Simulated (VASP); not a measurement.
Crystal: SnO2.

```
Sn O
1.0
     4.82757    0.00000    0.00000
     0.00000    4.82757    0.00000
     0.00000    0.00000    3.23810
Sn O
2 4
Direct
  0.00000 0.00000 0.00000
  0.50000 0.50000 0.50000
  0.30658 0.30658 0.00000
  0.80658 0.19342 0.50000
  0.19342 0.80658 0.50000
  0.69342 0.69342 0.00000
```

Base run:

| Quantity | Value |
| --- | --- |
| Program | VASP 6.6.1 |
| Functional | PBE |
| Potentials or basis | VASP PAW PBE potentials, release 64 (Sn_d, O) |
| Cutoff | 520 eV |
| k mesh | 6 × 6 × 10 |
| Occupations | gaussian, width 0.05 eV |
| Spin | no spin polarisation |

Its results: band gap on the k mesh 0.67 eV; pressure 0.6 GPa; largest force 0.017 eV/Å.

Q: The run is repeated on the same cell with these changes: functional from PBE to PBEsol. What comes out?

A: Band gap on the k mesh 0.58 eV; pressure -5.3 GPa; largest force 0.045 eV/Å.

PBEsol binds more tightly than PBE, so the same cell stands under less pressure.

Caveats: spin-orbit coupling is left out, which moves the levels of the heavy elements; the cell stands under tension (at least some runs); the PAW data sets were made with another functional, which shifts forces and pressure a little (at least some runs).

